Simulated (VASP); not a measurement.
Input of a VASP 6.6.1 run:

File INCAR:

```
SYSTEM = Be24N
PREC = Accurate ; ENCUT = 520
EDIFF = 1E-6 ; ISMEAR = 0
SIGMA = 0.1 ; LREAL = Auto
LASPH = .True. ; NELM = 60
ALGO = Normal ; ISIF = 2
LWAVE = .False. ; LCHARG = .False.
LDIPOL = .True. ; IDIPOL = 3
DIPOL = 0.5 0.5 0.319 ; GGA = PE
IBRION = 2 ; NSW = 36
EDIFFG = -0.025 ; KPAR = 4
```

File KPOINTS:

```
Automatic mesh
0
Gamma
  6 4 1
  0 0 0
```

The input POSCAR:

```
Be24N
1.0
    4.5254381414      0.0000000000      0.0000000000
    0.0000000000      7.1336190818      0.0000000000
    0.0000000000      0.0000000000     19.8685529820
Be N
24 1
Selective dynamics
Direct
    0.0000000000      0.3750000000      0.2013231665  F F F
    0.0000000000      0.8750000000      0.2013231665  F F F
    0.5000000000      0.3750000000      0.2013231665  F F F
    0.5000000000      0.8750000000      0.2013231665  F F F
    0.2500000000      0.1250000000      0.2341987732  F F F
    0.2500000000      0.6250000000      0.2341987732  F F F
    0.7500000000      0.1250000000      0.2341987732  F F F
    0.7500000000      0.6250000000      0.2341987732  F F F
    0.2500000000      0.3750000000      0.2999499864  F F F
    0.2500000000      0.8750000000      0.2999499864  F F F
    0.7500000000      0.3750000000      0.2999499864  F F F
    0.7500000000      0.8750000000      0.2999499864  F F F
    0.0000000000      0.1250000000      0.3268353587  F F F
    0.0000000000      0.6250000000      0.3268353587  F F F
    0.5000000000      0.1250000000      0.3268353587  F F F
    0.5000000000      0.6250000000      0.3268353587  F F F
    0.0000000000      0.3750000000      0.3993099160  F F F
    0.0000000000      0.8750000000      0.3993099160  F F F
    0.5000000000      0.3750000000      0.3993099160  F F F
    0.5000000000      0.8750000000      0.3993099160  F F F
    0.2500000000      0.1250000000      0.4211958963  F F F
    0.2500000000      0.6250000000      0.4211958963  F F F
    0.7500000000      0.1250000000      0.4211958963  F F F
    0.7500000000      0.6250000000      0.4211958963  F F F
    0.2500000000      0.3750000000      0.4473650266  F F T
```

Potentials or basis: VASP PAW PBE potentials, release 64 (Be, N).

Run with:

```console
$ cat potpaw_PBE.64/Be/POTCAR potpaw_PBE.64/N/POTCAR > POTCAR
$ mpirun -np 4 vasp_std > vasp.out
```

**Question.** What does it give for the energy gained by relaxing?

**Answer.** 13.1 meV/atom.

**Question.** What does it give for the band gap on the k mesh?

**Answer.** Zero (an odd number of electrons rules out a gap without spin polarisation).

Final structure:
```yaml
crystal:
  lattice:
    - [4.52544, 0.00000, 0.00000]
    - [0.00000, 7.13362, 0.00000]
    - [0.00000, 0.00000, 19.86855]
  atoms:
    - { symbol: Be, position: [0.00000, 0.37500, 0.20132] }
    - { symbol: Be, position: [0.00000, 0.87500, 0.20132] }
    - { symbol: Be, position: [0.50000, 0.37500, 0.20132] }
    - { symbol: Be, position: [0.50000, 0.87500, 0.20132] }
    - { symbol: Be, position: [0.25000, 0.12500, 0.23420] }
    - { symbol: Be, position: [0.25000, 0.62500, 0.23420] }
    - { symbol: Be, position: [0.75000, 0.12500, 0.23420] }
    - { symbol: Be, position: [0.75000, 0.62500, 0.23420] }
    - { symbol: Be, position: [0.25000, 0.37500, 0.29995] }
    - { symbol: Be, position: [0.25000, 0.87500, 0.29995] }
    - { symbol: Be, position: [0.75000, 0.37500, 0.29995] }
    - { symbol: Be, position: [0.75000, 0.87500, 0.29995] }
    - { symbol: Be, position: [0.00000, 0.12500, 0.32684] }
    - { symbol: Be, position: [0.00000, 0.62500, 0.32684] }
    - { symbol: Be, position: [0.50000, 0.12500, 0.32684] }
    - { symbol: Be, position: [0.50000, 0.62500, 0.32684] }
    - { symbol: Be, position: [0.00000, 0.37500, 0.39931] }
    - { symbol: Be, position: [0.00000, 0.87500, 0.39931] }
    - { symbol: Be, position: [0.50000, 0.37500, 0.39931] }
    - { symbol: Be, position: [0.50000, 0.87500, 0.39931] }
    - { symbol: Be, position: [0.25000, 0.12500, 0.42120] }
    - { symbol: Be, position: [0.25000, 0.62500, 0.42120] }
    - { symbol: Be, position: [0.75000, 0.12500, 0.42120] }
    - { symbol: Be, position: [0.75000, 0.62500, 0.42120] }
    - { symbol: N, position: [0.25000, 0.37500, 0.45681] }
```
